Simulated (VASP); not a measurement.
Co:

```xyz
2
Lattice="2.5201 0.0000 0.0000 -1.2600 2.1825 0.0000 0.0000 0.0000 4.1168" Properties=species:S:1:pos:R:3 pbc="T T T"
Co    0.0000    1.4550    3.0470
Co    1.2600    0.7275    1.0698
```

This cell differs from its parent crystal: volume scaled by 1.04.

Base run:

```yaml
Program: VASP 6.6.1
Functional: PBE
Potentials_or_basis: VASP PAW PBE potentials, release 64 (Co)
Cutoff: 520 eV
k_mesh: 12 × 12 × 7
Occupations: fermi-dirac, width 0.05 eV
Spin: collinear spin, ferromagnetic start
Starting_moments: "[2.0, 2.0] μB"
```

Its results: pressure -7.4 GPa; net moment 3.32 μB per cell; site moments Co +1.69 μB; largest force 0.362 eV/Å.

Q: The run is repeated on the same cell with these changes: functional from PBE to PBEsol; further incar settings from ALGO = Normal; EDIFF = 1e-07; NBANDS = 20 to ALGO = Normal; EDIFF = 1e-06; NBANDS = 20. What comes out?

A: Pressure -16.7 GPa; net moment 3.32 μB per cell; site moments Co +1.68 μB; largest force 0.313 eV/Å.

Caveats: the PAW data sets were made with another functional, which shifts forces and pressure a little (some runs).
